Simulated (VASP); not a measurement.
# Sr3Y (Pm-3m) in VASP: single point with r2SCAN

Aim: the single point of Sr3Y with r2SCAN.

Program: VASP 6.6.1. These are calculated values, not measurements. Logs are shortened: lines on timing, memory, paths and dates and some standing lists are left out, and cuts for length are marked.

## (1) The cell of the first run

It takes space group Pm-3m (No. 221, cubic). Conventional cell: a = 5.820 Å, b = 5.820 Å, c = 5.820 Å, α = 90.00°, β = 90.00°, γ = 90.00°. Sr (site symmetry 4/mmm) has 8 Sr at 4.12 Å and 4 Y at 4.12 Å within 5.4 Å. Within 5.4 Å of Y (site symmetry m-3m) lie 12 Sr at 4.12 Å.

## (2) Single point, r2SCAN

The input, POSCAR:

```
Sr3Y
1.0
    5.8198023024      0.0000000000      0.0000000000
    0.0000000000      5.8198023024      0.0000000000
    0.0000000000      0.0000000000      5.8198023024
Sr Y
3 1
Direct
    0.0000000000      0.5000000000      0.5000000000
    0.5000000000      0.0000000000      0.5000000000
    0.5000000000      0.5000000000      0.0000000000
    0.0000000000      0.0000000000      0.0000000000
```

The input, INCAR.step1:

```
  PREC = Accurate
  ENCUT = 520
  ISMEAR = 0
  SIGMA = 0.1
  LREAL = False
  LASPH = True
  NELM = 100
  NBANDS = 28
  GGA = PE
  ALGO = Normal
  EDIFF = 1E-4
  LWAVE = True
  LCHARG = False
```

The input, INCAR.step2:

```
  PREC = Accurate
  ENCUT = 520
  EDIFF = 1E-7
  ISMEAR = 0
  SIGMA = 0.1
  LREAL = False
  LASPH = True
  NELM = 100
  ALGO = Normal
  ISIF = 2
  LWAVE = False
  LCHARG = False
  METAGGA = R2SCAN
  LMIXTAU = True
  NBANDS = 28
  ISTART = 1
```

The input, KPOINTS:

```
Automatic mesh
0
Gamma
  8 8 8
```

Potentials or basis: VASP PAW PBE potentials, release 64 (Sr_sv, Y_sv).

The run is started by

```sh
cat potpaw_PBE.64/Sr_sv/POTCAR potpaw_PBE.64/Y_sv/POTCAR > POTCAR
cp INCAR.step1 INCAR
mpirun -np 1 vasp_std > vasp.out
cp INCAR.step2 INCAR
mpirun -np 1 vasp_std > vasp.out
```

OUTCAR:

```text
PREC = Accurate
   ENCUT = 520
   EDIFF = 1E-7
   ISMEAR = 0
   LREAL = False
   LASPH = True
   NELM = 100
   ISIF = 2
   METAGGA = R2SCAN
   ISTART = 1

 ion  position               nearest neighbor table
   1  0.000  0.500  0.500-   2 4.12   3 4.12   4 4.12   3 4.12   4 4.12   2 4.12   4 4.12   4 4.12
                             2 4.12   3 4.12   3 4.12   2 4.12
   2  0.500  0.000  0.500-   1 4.12   3 4.12   4 4.12   3 4.12   4 4.12   1 4.12   3 4.12   3 4.12
                             1 4.12   4 4.12   4 4.12   1 4.12
   3  0.500  0.500  0.000-   1 4.12   2 4.12   4 4.12   1 4.12   2 4.12   2 4.12   4 4.12   2 4.12
                             1 4.12   4 4.12   1 4.12   4 4.12
   4  0.000  0.000  0.000-   1 4.12   2 4.12   3 4.12   1 4.12   2 4.12   1 4.12   3 4.12   1 4.12
                             2 4.12   3 4.12   2 4.12   3 4.12

  LATTYP: Found a simple cubic cell.
 ALAT       =     5.8198023024

  Lattice vectors:

 A1 = (   5.8198023024,   0.0000000000,   0.0000000000)
 A2 = (   0.0000000000,   5.8198023024,   0.0000000000)
 A3 = (   0.0000000000,   0.0000000000,   5.8198023024)

Analysis of symmetry for initial positions (statically):
=====================================================================
 Subroutine PRICEL returns:
 Original cell was already a primitive cell.

 Routine SETGRP: Setting up the symmetry group for a
 simple cubic supercell.

 Subroutine GETGRP returns: Found 48 space group operations
 (whereof 48 operations were pure point group operations)
 out of a pool of 48 trial point group operations.

The static configuration has the point symmetry O_h .

Analysis of symmetry for dynamics (positions and initial velocities):
=====================================================================
 Subroutine PRICEL returns:
 Original cell was already a primitive cell.

 Routine SETGRP: Setting up the symmetry group for a
 simple cubic supercell.

 Subroutine GETGRP returns: Found 48 space group operations
 (whereof 48 operations were pure point group operations)
 out of a pool of 48 trial point group operations.

The dynamic configuration has the point symmetry O_h .

 Subroutine INISYM returns: Found 48 space group operations
 (whereof 48 operations are pure point group operations),
 and found     1 'primitive' translations

----------------------------------------------------------------------------------------
[... 96 lines left out ...]
   NELM   =    100;   NELMIN=  2; NELMDL=  0     # of ELM steps
   EDIFF  = 0.1E-06   stopping-criterion for ELM
   LREAL  =      F    real-space projection
   EDIFFG = 0.1E-05   stopping-criterion for IOM
   NSW    =      0    number of steps for IOM
   IBRION =     -1    ionic relax: 0-MD 1-quasi-New 2-CG
   NFREE  =      0    steps in history (QN), initial steepest desc. (CG)
   ISIF   =      2    stress and relaxation
   ISYM   =      2    0-nonsym 1-usesym 2-fastsym
   POTIM  = 0.5000    time-step for ionic-motion
   TEBEG  =    0.0;   TEEND  =   0.0 temperature during run
   PSTRESS=    0.0 pullay stress
   NELECT =      41.0000    total number of electrons
   NUPDOWN=      -1.0000    fix difference up-down
   EMIN   =  10.00;   EMAX   =-10.00  energy-range for DOS
   EFERMI =   0.00;   METHOD = LEGACY
   ISMEAR =     0;   SIGMA  =   0.10  broadening in eV -4-tet -1-fermi 0-gaus
   EFERMI_NEDOS =   21; number of points for ismear=-14 and -15
   IALGO  =     38    algorithm
   IMIX   =      4    mixing-type and parameters
     AMIX     =   0.40;   BMIX     =  1.00
     AMIX_MAG =   1.60;   BMIX_MAG =  1.00
  volume/ion in A,a.u.               =      49.28       332.55
  Fermi-wavevector in a.u.,A,eV,Ry     =   0.969977  1.832990 12.801102  0.940854
  Thomas-Fermi vector in A             =   2.100074
   LORBIT       =      0    0 simple, 1 ext, 2 COOP (PROOUT), +10 PAW based schemes
   METAGGA = R2SCAN    functional components
   LHFCALC =     F    Hartree Fock is set to
   AEXX    =    0.0000 exact exchange contribution
   IVDW    =     0    specifies the selected vdW correction
   LEPSILON=     F    determine dielectric tensor
   LRPA    =     F    only Hartree local field effects (RPA)
 non-spin polarized calculation
 Gauss-broadening in eV      SIGMA  =   0.10
  energy-cutoff  :      520.00
  volume of cell :      197.12
 maximum number of plane-waves:      5400
 NGX is ok and might be reduce to    48
   NGX = 21   NGY = 21   NGZ = 21

 number of electron      40.9999999 magnetization

 Free energy of the ion-electron system (eV)
  ---------------------------------------------------
  ext. energy  EPLUGINS =         0.00000000
  ---------------------------------------------------
  free energy    TOTEN  =       -64.67658339 eV

  energy without entropy =      -64.63619471  energy(sigma->0) =      -64.65638905

 E-fermi :   1.8548     XC(G=0):  -8.2405

 val. band max:        1.8543850925   @ k =   0.5000   0.5000   0.3750
 cond. band min:       1.8587798724   @ k =   0.5000   0.0000   0.0000
 fundamental gap:      0.0043947799
 Fermi energy:         1.8548168320

 k-point     1 :       0.0000    0.0000    0.0000
  band No.  band energies     occupation
      1     -43.8893      2.00000
      2     -35.8235      2.00000
      3     -35.7987      2.00000
      4     -35.7987      2.00000
      5     -23.1403      2.00000
      6     -23.1403      2.00000
[... 733 lines left out ...]
     27       3.2190      0.00000
     28       3.7242      0.00000

 [... further k-points ...]

------------------------ aborting loop because EDIFF is reached ----------------------------------------

  FORCE on cell =-STRESS in cart. coord.  units (eV):
  Direction    XX          YY          ZZ          XY          YZ          ZX
  --------------------------------------------------------------------------------------
  -------------------------------------------------------------------------------------
  Total        0.0353301      0.0353301      0.0353301     -0.0000000      0.0000000      0.0000000
  in kB        0.2871649      0.2871649      0.2871649     -0.0000000      0.0000000      0.0000000
  external PRESSURE =       0.2871649 kB  Pullay stress =       0.0000000 kB

 VOLUME and BASIS-vectors are now :
 -----------------------------------------------------------------------------
  energy-cutoff  :      520.00
  volume of cell :      197.12
      direct lattice vectors                 reciprocal lattice vectors
     5.819802302  0.000000000  0.000000000     0.171827143  0.000000000  0.000000000
     0.000000000  5.819802302  0.000000000     0.000000000  0.171827143  0.000000000
     0.000000000  0.000000000  5.819802302     0.000000000  0.000000000  0.171827143

 POSITION                                       TOTAL-FORCE (eV/Angst)
 -----------------------------------------------------------------------------------
      0.00000      2.90990      2.90990         0.000000      0.000000      0.000000
      2.90990      0.00000      2.90990         0.000000      0.000000      0.000000
      2.90990      2.90990      0.00000         0.000000      0.000000      0.000000
      0.00000      0.00000      0.00000         0.000000      0.000000      0.000000
 -----------------------------------------------------------------------------------
    total drift:                                0.000000     -0.000000     -0.000000

  FREE ENERGIE OF THE ION-ELECTRON SYSTEM (eV)
  ---------------------------------------------------
  free  energy   TOTEN  =       -64.6765833935 eV

  energy  without entropy=      -64.6361947081  energy(sigma->0) =      -64.65638905
```

OSZICAR.step1:

```text
N       E                     dE             d eps       ncg     rms          rms(c)
DAV:   1     0.255155025448E+03    0.25516E+03   -0.18974E+04  1960   0.126E+03
DAV:   2     0.104044798063E+02   -0.24475E+03   -0.24140E+03  2372   0.297E+02
DAV:   3    -0.100265864727E+02   -0.20431E+02   -0.20120E+02  3112   0.600E+01
DAV:   4    -0.112542430511E+02   -0.12277E+01   -0.12239E+01  2816   0.143E+01
DAV:   5    -0.113132583101E+02   -0.59015E-01   -0.58996E-01  2796   0.236E+00    0.293E+01
DAV:   6    -0.104920539125E+02    0.82120E+00   -0.24200E+00  2396   0.386E+00    0.155E+01
DAV:   7    -0.105078246680E+02   -0.15771E-01   -0.80759E-01  2984   0.246E+00    0.403E+00
DAV:   8    -0.105037522899E+02    0.40724E-02   -0.27599E-01  2344   0.136E+00    0.177E+00
DAV:   9    -0.104993624602E+02    0.43898E-02   -0.84208E-02  2468   0.736E-01    0.799E-01
DAV:  10    -0.104973978675E+02    0.19646E-02   -0.88990E-03  2184   0.259E-01    0.148E-01
DAV:  11    -0.104975066715E+02   -0.10880E-03   -0.15311E-03  2320   0.129E-01    0.660E-02
DAV:  12    -0.104975126706E+02   -0.59991E-05   -0.11776E-04  1680   0.515E-02
   1 F= -.10497513E+02 E0= -.10469925E+02  d E =-.551763E-01
```

Wall time 13 min (1 thread of Intel Xeon Platinum 8488C (Sapphire Rapids), shared host); peak memory 0.49 GiB.

What came out:

```yaml
Free_energy: -64.6766 eV
Pressure: 0.0 GPa
Band_gap_on_the_k_mesh: zero (an odd number of electrons rules out a gap without spin polarisation)
```

Caveat: the PAW data sets were made with another functional, which shifts forces and pressure a little.
